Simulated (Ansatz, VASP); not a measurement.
## CoSn in VASP and in Ansatz

```xyz
6
Lattice="5.2197 0.0000 0.0000 -2.6099 4.5204 0.0000 0.0000 0.0000 4.1683" Properties=species:S:1:pos:R:3 pbc="T T T"
Co   -1.3049    2.2602    0.0000
Co    1.3049    2.2602    0.0000
Co    2.6099    0.0000    0.0000
Sn    2.6099    1.5068    2.0841
Sn    0.0000    3.0136    2.0841
Sn    0.0000    0.0000    0.0000
```

Alike in both runs: functional PBEsol; k mesh 9 × 9 × 8; occupations gaussian, width 0.1 eV; no spin polarisation.

Ansatz relaxed the structure, and its values are those at the end. VASP's run is a single point on that final structure, the one shown.

|  | VASP | Ansatz |
| --- | --- | --- |
| version | VASP 6.6.1 | Ansatz 0.2.0 |
| potentials or method | VASP PAW PBE potentials, release 64 (Co, Sn_d), cutoff 520 eV | scalar-relativistic, plane waves, PAW |
| valence electrons in the cell | 69 | 93 |

```tsv
	VASP	Ansatz	Ansatz less VASP
gap on the k mesh at the Fermi level (eV)	none	none	-
pressure (GPa)	-0.1	0.0	+0.06
```

VASP's potentials were made for PBE, not for PBEsol. A gap of «none» marks a metal or a gap that the smearing closes. The functional is the same, so the differences come from potentials, cutoffs and numerics. VASP's potentials hold 69 valence electrons a cell and Ansatz's 93, so a difference there can come from the potentials and not from the codes.
